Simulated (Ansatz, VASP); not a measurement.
Rb in VASP and in Ansatz

```
Rb
1.0
    -2.86770    2.86770    2.86770
     2.86770   -2.86770    2.86770
     2.86770    2.86770   -2.86770
Rb
1
Direct
  0.00000 0.00000 0.00000
```

Alike in both runs: task single point; functional r2SCAN; dispersion rVV10; k mesh 10 × 10 × 10; occupations gaussian, width 0.1 eV; no spin polarisation.

|  | VASP | Ansatz |
| --- | --- | --- |
| version | VASP 6.6.1 | Ansatz 0.2.0 |
| potentials or method | VASP PAW PBE potentials, release 64 (Rb_sv), cutoff 520 eV | scalar-relativistic, plane waves, PAW |
| valence electrons in the cell | 9 | 9 |

```tsv
	VASP	Ansatz	Ansatz less VASP
gap on the k mesh at the Fermi level (eV)	none	none	-
pressure (GPa)	-0.1	-0.1	-0.01
```

VASP's potentials were made for PBE, not for r2SCAN. A gap of «none» marks a metal or a gap that the smearing closes.
